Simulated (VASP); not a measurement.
SiC, 4 atoms in the cell. The structure is hexagonal, space group P6_3mc (No. 186). The conventional cell has a = 3.264 Å, b = 3.264 Å, c = 4.553 Å, α = 90.00°, β = 90.00°, γ = 120.00°. Within 2.3 Å of Si (site symmetry 3m) lie 4 C at 1.71 to 1.97 Å. C (site symmetry 3m) has 4 Si at 1.71 to 1.97 Å within 2.3 Å.  This cell differs from its parent crystal: ratio of the length along z to the lengths across it x 0.85, volume and fractional coordinates fixed.

- Program: VASP 6.6.1
- Task: single point
- Functional: PBE
- Potentials or basis: VASP PAW PBE potentials, release 64 (Si, C)
- Cutoff: 520 eV
- k mesh: 12 × 12 × 6
- Occupations: gaussian, width 0.05 eV
- Spin: no spin polarisation
- Dipole correction: no
- Further INCAR settings: ALGO = Normal; EDIFF = 1e-06; NBANDS = 16

Potentials or basis: VASP PAW PBE potentials, release 64 (Si, C).

Command:

```bash
$ cat potpaw_PBE.64/Si/POTCAR potpaw_PBE.64/C/POTCAR > POTCAR
$ mpirun -np 1 vasp_std > vasp.out
```

Hardware: 1 thread of Intel(R) Xeon(R) Platinum 8559C (Emerald Rapids), on a shared host.

Problem. Estimate the wall time of this run.

Solution. Wall time 19 s on 1 thread of Intel(R) Xeon(R) Platinum 8559C (Emerald Rapids), on a shared host, peak memory 0.17 GiB. Counts: scf iterations 14, k points 76.
